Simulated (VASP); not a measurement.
Runs of VASP 6.6.1 on Rb. The structure is that of space group I4/mmm (No. 139), or close to it. The cells are those of the table. 

```tsv
cell	further INCAR settings	gap on the mesh (eV)	pressure (GPa)
a = 4.861 Å, angles 110.7, 110.7, 107.0°, 1 atom	ALGO = Fast; EDIFF = 1e-07; NBANDS = 10	none	-0.1
a = 4.861 Å, angles 108.3, 108.3, 111.9°, 1 atom	ALGO = Fast; EDIFF = 1e-06; NBANDS = 10	none	-0.1
a = 4.813 Å, angles 111.1, 111.1, 106.2°, 1 atom	ALGO = Fast; EDIFF = 1e-06; NBANDS = 10	none	(a)
a = 4.788 Å, angles 110.7, 110.7, 107.0°, 1 atom	ALGO = Fast; EDIFF = 1e-06; NBANDS = 10	none	0.1
```

Alike in all rows: task single point; level PBEsol; potentials or basis VASP PAW PBE potentials, release 64 (Rb_sv); no spin polarisation; k mesh 12 × 12 × 12; cutoff (eV) 520; smearing gaussian 0.15 eV.

Fill in the values left out.

(a) 0.0.

Caveats: the PAW data sets were made with another functional, which shifts forces and pressure a little.

A k mesh can miss the band edges, and the runs leave out spin-orbit coupling on Rb.

A gap of «none» marks levels without a gap at the run's occupations.
